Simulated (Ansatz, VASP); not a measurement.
MgO in VASP and in Ansatz

POSCAR

```
MgO
1.0
   -0.0372806204      2.1069301434      2.1069301434
    2.1069301434     -0.0372806204      2.1069301434
    2.1069301434      2.1069301434     -0.0372806204
Mg O
1 1
Direct
    0.0000000000      0.0000000000      0.0000000000
    0.5000000000      0.5000000000      0.5000000000
```

File INCAR.step1:

```
SYSTEM = MgO
PREC = Accurate
ENCUT = 520
EDIFF = 1E-5
ISMEAR = 0
SIGMA = 0.01
LREAL = .False.
LASPH = .True.
NELM = 100
ALGO = Normal
ISIF = 2
LWAVE = .True.
LCHARG = .False.
GGA = PE
NBANDS = 11
```

Contents of INCAR.step2:

```
SYSTEM = MgO
PREC = Accurate
ENCUT = 520
EDIFF = 1E-6
ISMEAR = 0
SIGMA = 0.01
LREAL = .False.
LASPH = .True.
NELM = 100
ALGO = Normal
ISIF = 2
LWAVE = .False.
LCHARG = .False.
GGA = PE
LHFCALC = .True.
HFSCREEN = 0.2079
PRECFOCK = Normal
ISTART = 1
NBANDS = 11
```

KPOINTS

```
regular mesh
0
Gamma
  8 8 8
  0 0 0
```

Input for Ansatz:

```yaml
crystal:
  lattice:
    - [-0.0372806204, 2.1069301434, 2.1069301434]
    - [2.1069301434, -0.0372806204, 2.1069301434]
    - [2.1069301434, 2.1069301434, -0.0372806204]
  atoms:
    - { symbol: Mg, position: [0.0, 0.0, 0.0] }
    - { symbol: O, position: [0.5, 0.5, 0.5] }
kpoints:
  mp_grid: { grid: [8, 8, 8] }
  band_path:
    path:
      - [0.0, 0.0, 0.0]
      - [0.5, 0.0, 0.5]
      - [0.625, 0.25, 0.625]
      - [0.375, 0.375, 0.75]
      - [0.5, 0.5, 0.5]
      - [0.5, 0.25, 0.75]
    npoints: 1
hamiltonian:
  xc: hse06
scf:
  occupations: { method: fixed }
  n_extra_bands: 4
output:
  forces: true
  stress: true
  eigenvalues: true
  write_density: true
  write_potential: true
  elf: true
  volumetric_format: npy
```

Change from the starting cell: epitaxial_111 strain +2.0%.

Alike in both runs: task single point; functional HSE06; k mesh 8 × 8 × 8; no spin polarisation.

|  | VASP | Ansatz |
| --- | --- | --- |
| version | VASP 6.6.1 | Ansatz 0.2.0 |
| potentials or method | VASP PAW PBE potentials, release 64 (Mg, O) | plane waves, PAW |
| plane-wave cutoff (eV) | 520 | 420 |
| occupations | gaussian, width 0.01 eV | fixed |
| valence electrons in the cell | 8 | 16 |

Ansatz gave:

* gap on the k mesh at the Fermi level (eV): 6.06
* pressure (GPa): -5.4
* traceless stress, the component that is largest in VASP (GPa): 2.54

Estimate VASP's values.

gap on the k mesh at the Fermi level (eV): 6.01; pressure (GPa): -5.8; traceless stress, the component that is largest in VASP (GPa): 2.55.

VASP's potentials hold 8 valence electrons a cell and Ansatz's 16, so a difference there can come from the potentials and not from the codes. Ansatz's warnings: stress exchange threshold loose, stress scf threshold loose.
